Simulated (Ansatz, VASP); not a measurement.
SiC in VASP and in Ansatz

File INCAR:

```
SYSTEM = SiC
  ALGO = Normal
  EDIFF = 1E-6
  ENCUT = 520
  GGA = PS
  ISIF = 2
  ISMEAR = 0
  LASPH = .TRUE.
  LCHARG = .TRUE.
  LELF = .TRUE.
  LREAL = .FALSE.
  LVHAR = .TRUE.
  LWAVE = .FALSE.
  NBANDS = 11
  NELM = 100
  PREC = Accurate
  SIGMA = 0.05
```

Contents of KPOINTS:

```
k-points
0
G
  10 10 10
  0 0 0
```

File POSCAR:

```
SiC
1.0
    0.0000000000      2.2147686909      2.2147686909
    2.2147686909      0.0000000000      2.2147686909
    2.2147686909      2.2147686909      0.0000000000
Si C
1 1
Direct
    0.0047117304     -0.0047117304      0.0047117304
    0.7389826870      0.7610173130      0.7389826870
```

Input for Ansatz:

```yaml
crystal:
  lattice:
    - [0.0, 2.2147686909, 2.2147686909]
    - [2.2147686909, 0.0, 2.2147686909]
    - [2.2147686909, 2.2147686909, 0.0]
  atoms:
    - { symbol: Si, position: [0.0047117304, -0.0047117304, 0.0047117304] }
    - { symbol: C, position: [0.738982687, 0.761017313, 0.738982687] }
basis:
  ecutwfc: 520.0
kpoints:
  mp_grid: { grid: [10, 10, 10] }
hamiltonian:
  xc: pbesol
scf:
  occupations: { method: gaussian, width: 0.05 }
output:
  forces: true
  stress: true
  eigenvalues: true
```

Change from the starting cell: mode 6 frozen in at -0.048 Å, equal normal strain along x, y and z +0.0167.

Alike in both runs: task single point; functional PBEsol; k mesh 10 × 10 × 10; occupations gaussian, width 0.05 eV; no spin polarisation.

|  | VASP | Ansatz |
| --- | --- | --- |
| version | VASP 6.6.1 | Ansatz 0.2.0 |
| potentials or method | VASP PAW PBE potentials, release 64 (Si, C), cutoff 520 eV | scalar-relativistic, plane waves, PAW |
| valence electrons in the cell | 8 | 8 |

Ansatz gave:

```
gap on the k mesh at the Fermi level (eV)                     : 0.96
least direct gap on the mesh (eV)                             : 4.23
pressure (GPa)                                                : -9.5
traceless stress, the component that is largest in VASP (GPa) : -3.08
rms of the force components (eV/Å)                            : 0.684
```

Question: Estimate VASP's values.

Answer: gap on the k mesh at the Fermi level (eV): 0.95; least direct gap on the mesh (eV): 4.22; pressure (GPa): -9.2; traceless stress, the component that is largest in VASP (GPa): -3.14; rms of the force components (eV/Å): 0.686.

VASP's potentials were made for PBE, not for PBEsol. Atom by atom the forces differ by 0.002 eV/Å (rms over components). With one functional, cell and mesh, what is left measures potentials, basis and numerics.
